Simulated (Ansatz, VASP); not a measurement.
**One calculation of GaN, two programs**

```
Ga N
1.0
     0.00000    2.34247    2.27424
     2.34247    0.00000    2.27424
     2.34247    2.34247    0.00000
Ga N
1 1
Direct
  0.00000 0.00000 0.00000
  0.75000 0.75000 0.75000
```

Change from the starting cell: strain +0.030 along x and y, +0.000 along z, atoms carried along.

Alike in both runs: task single point; functional PBE; k mesh 10 × 10 × 10; occupations gaussian, width 0.05 eV; no spin polarisation.

|  | VASP | Ansatz |
| --- | --- | --- |
| version | VASP 6.6.1 | Ansatz 0.2.0 |
| potentials or method | VASP PAW PBE potentials, release 64 (Ga_d, N), cutoff 520 eV | scalar-relativistic, plane waves, PAW |
| valence electrons in the cell | 18 | 18 |

Ansatz gave:

| Property | Result |
| --- | --- |
| gap on the k mesh at the Fermi level (eV) | 1.08 |
| least direct gap on the mesh (eV) | 1.08 |
| pressure (GPa) | -9.0 |
| traceless stress, the component that is largest in VASP (GPa) | 2.32 |

Q: Estimate VASP's values.

A: gap on the k mesh at the Fermi level (eV): 1.08; least direct gap on the mesh (eV): 1.08; pressure (GPa): -8.8; traceless stress, the component that is largest in VASP (GPa): 2.31.

The functional is the same, so the differences come from potentials, cutoffs and numerics.
